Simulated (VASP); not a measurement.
# Li2O in VASP: a series of runs, part 2 of 2

VASP 6.6.1. The steps go on from the part before.

### 4 Single point, r2SCAN

File POSCAR:

```
Li2O
1.0
    0.0000000000      2.3131900688      2.3131900688
    2.3131900688      0.0000000000      2.3131900688
    2.3131900688      2.3131900688      0.0000000000
Li O
2 1
Direct
    0.7500000000      0.7500000000      0.7500000000
    0.2500000000      0.2500000000      0.2500000000
    0.5000000000      0.5000000000      0.5000000000
```

File INCAR.step1:

```
PREC     = Accurate       # precision mode
ENCUT    = 830            # plane-wave cutoff, eV
ISMEAR   = 0              # smearing method
SIGMA    = 0.02           # smearing width, eV
LREAL    = False          # projectors in reciprocal space
LASPH    = True           # aspherical terms in the spheres
NELM     = 120            # most SCF steps
NBANDS   = 13             # bands
GGA      = PE             # functional
ALGO     = Normal         # electronic algorithm
EDIFF    = 1E-5           # SCF threshold, eV
LWAVE    = True           # write WAVECAR
LCHARG   = False          # write CHGCAR
GGA_COMPAT= False
```

File INCAR.step2:

```
PREC     = Accurate       # precision mode
ENCUT    = 830            # plane-wave cutoff, eV
EDIFF    = 1E-6           # SCF threshold, eV
ISMEAR   = 0              # smearing method
SIGMA    = 0.02           # smearing width, eV
LREAL    = False          # projectors in reciprocal space
LASPH    = True           # aspherical terms in the spheres
NELM     = 120            # most SCF steps
ALGO     = Normal         # electronic algorithm
ISIF     = 2              # what is computed and relaxed
LWAVE    = False          # write WAVECAR
LCHARG   = False          # write CHGCAR
METAGGA  = R2SCAN         # meta-GGA
LMIXTAU  = True         
NBANDS   = 13             # bands
ISTART   = 1            
GGA_COMPAT= False
```

File KPOINTS:

```
Automatic mesh
0
Gamma
  8 8 8
```

Potentials or basis: VASP PAW PBE potentials, release 64 (Li_sv, O).

Run with:

```sh
$ cat potpaw_PBE.64/Li_sv/POTCAR potpaw_PBE.64/O/POTCAR > POTCAR
$ cp INCAR.step1 INCAR
$ mpirun -np 1 vasp_std > vasp.out
$ cp INCAR.step2 INCAR
$ mpirun -np 1 vasp_std > vasp.out
```

OUTCAR:

```text
PREC = Accurate
   ENCUT = 830
   EDIFF = 1E-6
   ISMEAR = 0
   LREAL = False
   LASPH = True
   NELM = 120
   ISIF = 2
   METAGGA = R2SCAN
   ISTART = 1

 ion  position               nearest neighbor table
   1  0.750  0.750  0.750-   3 2.00   3 2.00   3 2.00   3 2.00   2 2.31   2 2.31   2 2.31   2 2.31
                             2 2.31   2 2.31
   2  0.250  0.250  0.250-   3 2.00   3 2.00   3 2.00   3 2.00   1 2.31   1 2.31   1 2.31   1 2.31
                             1 2.31   1 2.31
   3  0.500  0.500  0.500-   2 2.00   2 2.00   2 2.00   1 2.00   2 2.00   1 2.00   1 2.00   1 2.00

  LATTYP: Found a face centered cubic cell.
 ALAT       =     4.6263801376

  Lattice vectors:

 A1 = (   0.0000000000,   2.3131900688,   2.3131900688)
 A2 = (   2.3131900688,   0.0000000000,   2.3131900688)
 A3 = (   2.3131900688,   2.3131900688,   0.0000000000)

Analysis of symmetry for initial positions (statically):
=====================================================================
 Subroutine PRICEL returns:
 Original cell was already a primitive cell.

 Routine SETGRP: Setting up the symmetry group for a
 face centered cubic supercell.

[... 184 lines left out ...]
      8      13.9640      0.00000
      9      13.9640      0.00000
     10      13.9640      0.00000
     11      21.0527      0.00000
     12      21.0527      0.00000
     13      21.0527      0.00000
[... 354 lines left out ...]
  band No.  band energies     occupation
      1     -43.2009      2.00000
      2     -43.2003      2.00000
      3     -15.2329      2.00000
      4      -1.5041      2.00000
      5      -0.0848      2.00000
      6       0.1076      2.00000
      7       9.5988      0.00000
      8      12.1187      0.00000
      9      15.0027      0.00000
     10      15.4070      0.00000
     11      19.7623      0.00000
     12      20.1683      0.00000
     13      25.3409      0.00000

 [... further k-points ...]

------------------------ aborting loop because EDIFF is reached ----------------------------------------

  FORCE on cell =-STRESS in cart. coord.  units (eV):
  Direction    XX          YY          ZZ          XY          YZ          ZX
  --------------------------------------------------------------------------------------
  -------------------------------------------------------------------------------------
  Total       -0.4551398     -0.4551398     -0.4551398      0.0000000      0.0000000     -0.0000000
  in kB      -29.4572007    -29.4572007    -29.4572007      0.0000000      0.0000000     -0.0000000
  external PRESSURE =     -29.4572007 kB  Pullay stress =       0.0000000 kB

 VOLUME and BASIS-vectors are now :
 -----------------------------------------------------------------------------
  energy-cutoff  :      830.00
  volume of cell :       24.76
      direct lattice vectors                 reciprocal lattice vectors
     0.000000000  2.313190069  2.313190069    -0.216151715  0.216151715  0.216151715
     2.313190069  0.000000000  2.313190069     0.216151715 -0.216151715  0.216151715
     2.313190069  2.313190069  0.000000000     0.216151715  0.216151715 -0.216151715

 POSITION                                       TOTAL-FORCE (eV/Angst)
 -----------------------------------------------------------------------------------
      3.46979      3.46979      3.46979         0.000000      0.000000      0.000000
      1.15660      1.15660      1.15660        -0.000000     -0.000000     -0.000000
      2.31319      2.31319      2.31319        -0.000000      0.000000     -0.000000
 -----------------------------------------------------------------------------------
    total drift:                               -0.000000     -0.000000      0.000000

  FREE ENERGIE OF THE ION-ELECTRON SYSTEM (eV)
  ---------------------------------------------------
  free  energy   TOTEN  =       -16.8359799337 eV

  energy  without entropy=      -16.8359799337  energy(sigma->0) =      -16.83597993
```

OSZICAR.step1:

```text
N       E                     dE             d eps       ncg     rms          rms(c)
DAV:   1     0.750372981030E+02    0.75037E+02   -0.81009E+03   754   0.139E+03
DAV:   2    -0.898306633785E+01   -0.84020E+02   -0.80216E+02   877   0.290E+02
DAV:   3    -0.160632619618E+02   -0.70802E+01   -0.70181E+01  1386   0.653E+01
DAV:   4    -0.161301794313E+02   -0.66917E-01   -0.66912E-01   921   0.738E+00
DAV:   5    -0.161305993153E+02   -0.41988E-03   -0.41988E-03  1097   0.510E-01    0.747E+00
DAV:   6    -0.143939264489E+02    0.17367E+01   -0.83932E+00   804   0.153E+01    0.285E+00
DAV:   7    -0.143600285117E+02    0.33898E-01   -0.19269E-01   937   0.305E+00    0.150E+00
DAV:   8    -0.143589204063E+02    0.11081E-02   -0.69256E-02   932   0.259E+00    0.446E-01
DAV:   9    -0.143568444317E+02    0.20760E-02   -0.59732E-03   917   0.654E-01    0.136E-01
DAV:  10    -0.143572579737E+02   -0.41354E-03   -0.92291E-04   889   0.234E-01    0.561E-02
DAV:  11    -0.143572317337E+02    0.26240E-04   -0.48147E-05  1006   0.751E-02    0.134E-02
DAV:  12    -0.143572337888E+02   -0.20551E-05   -0.63101E-06   926   0.250E-02
   1 F= -.14357234E+02 E0= -.14357234E+02  d E =-.133568E-25
```

Wall time 34 s (1 thread of Intel Xeon 6975P-C (Granite Rapids), shared host); peak memory 0.17 GiB.

What came out:

```yaml
Free_energy: -16.8360 eV
Pressure: -2.9 GPa
Band_gap_on_the_k_mesh: 5.66 eV (least direct gap 6.04 eV)
```

Levels at points of the mesh, in eV from the valence-band top:
```csv
k point,band 4,band 5,band 6,band 7,band 8,band 9
"(0.00, 0.00, 0.00)",0.00,0.00,0.00,6.04,13.06,13.06
"(0.50, 0.00, 0.00)",-2.72,-0.44,-0.44,10.04,10.78,13.02
"(0.50, 0.50, 0.00)",-1.57,-1.37,-1.37,5.66,14.69,14.69
```

Caveat: the PAW data sets were made with another functional, which shifts forces and pressure a little. A k mesh can miss the band edges.

### 5 Single point, PBE, collinear spin, zero start

File INCAR:

```
PREC     = Accurate       # precision mode
ENCUT    = 750            # plane-wave cutoff, eV
EDIFF    = 1E-6           # SCF threshold, eV
ISMEAR   = 0              # smearing method
SIGMA    = 0.01           # smearing width, eV
LREAL    = F              # projectors in reciprocal space
LASPH    = T              # aspherical terms in the spheres
NELM     = 200            # most SCF steps
ALGO     = Normal         # electronic algorithm
ISIF     = 2              # what is computed and relaxed
LWAVE    = F              # write WAVECAR
LCHARG   = F              # write CHGCAR
ISPIN    = 2              # spin polarisation
MAGMOM   = 0 0 0          # initial moments
LORBIT   = 11             # projections on sites
GGA      = PE             # functional
NBANDS   = 17             # bands
GGA_COMPAT= F
```

File KPOINTS:

```
regular mesh
0
Gamma
  8 8 8
```

File POSCAR:

```
Li2O
1.0
    0.0000000000      2.3131459716      2.3131459716
    2.3131459716      0.0000000000      2.3131459716
    2.3131459716      2.3131459716      0.0000000000
Li O
2 1
Direct
    0.7500000000      0.7500000000      0.7500000000
    0.2500000000      0.2500000000      0.2500000000
    0.5000000000      0.5000000000      0.5000000000
```

Run with:

```sh
$ cat potpaw_PBE.64/Li_sv/POTCAR potpaw_PBE.64/O/POTCAR > POTCAR
$ mpirun -np 1 vasp_std > vasp.out
```

Wall time 20 s (1 thread of Intel Xeon 6975P-C (Granite Rapids), shared host); peak memory 0.19 GiB.

It converged, with:

```yaml
Free_energy: -14.3563 eV
Pressure: -0.3 GPa
Band_gap_on_the_k_mesh: 4.97 eV (least direct gap 5.23 eV)
Net_moment: 0.00 μB per cell
Valence_electrons_inside_the_program's_atomic_spheres: Li 2.12; O 5.03
```

Levels at points of the mesh, in eV from the valence-band top:
Spin up:
| k point | band 3 | band 4 | band 5 | band 6 | band 7 | band 8 | band 9 | band 10 |
| --- | --- | --- | --- | --- | --- | --- | --- | --- |
| (0.00, 0.00, 0.00) | -15.44 | 0.00 | 0.00 | 0.00 | 5.23 | 11.91 | 11.91 | 11.91 |
| (0.50, 0.00, 0.00) | -15.22 | -2.76 | -0.44 | -0.44 | 9.18 | 9.77 | 12.04 | 12.04 |
| (0.50, 0.50, 0.00) | -15.17 | -1.60 | -1.37 | -1.37 | 4.97 | 13.50 | 13.50 | 14.66 |
Spin down:
| k point | band 4 | band 5 | band 6 | band 7 | band 8 | band 9 |
| --- | --- | --- | --- | --- | --- | --- |
| (0.00, 0.00, 0.00) | 0.00 | 0.00 | 0.00 | 5.23 | 11.91 | 11.91 |
| (0.50, 0.00, 0.00) | -2.76 | -0.44 | -0.44 | 9.18 | 9.77 | 12.04 |
| (0.50, 0.50, 0.00) | -1.60 | -1.37 | -1.37 | 4.97 | 13.50 | 13.50 |

A k mesh can miss the band edges.

### 6 The runs side by side

```csv
level,spin,k mesh,cutoff (eV),smearing,gap on the mesh (eV),pressure (GPa)
PBE,off,8 × 8 × 8,750,gaussian 0.02 eV,4.97,-0.4
PBE,off,6 × 6 × 6,750,gaussian 0.1 eV,4.97,-0.4
r2SCAN,off,8 × 8 × 8,830,gaussian 0.02 eV,5.66,-2.9
PBE,"collinear, zero start",8 × 8 × 8,750,gaussian 0.01 eV,4.97,-0.3
```

Alike in all rows: task single point; potentials or basis VASP PAW PBE potentials, release 64 (Li_sv, O); cell a = 3.271 Å, angles 60.0°, 3 atoms.

On the cell as given the gap runs from 4.97 eV (PBE) to 5.66 eV (r2SCAN). The pressure there spans -2.9 GPa (r2SCAN) to -0.3 GPa (PBE); a positive pressure means that this level wants a larger cell, a negative one a smaller.

Caveats: the PAW data sets were made with another functional, which shifts forces and pressure a little (at least some runs).

Absolute energies hang on the potentials; compare differences alone.
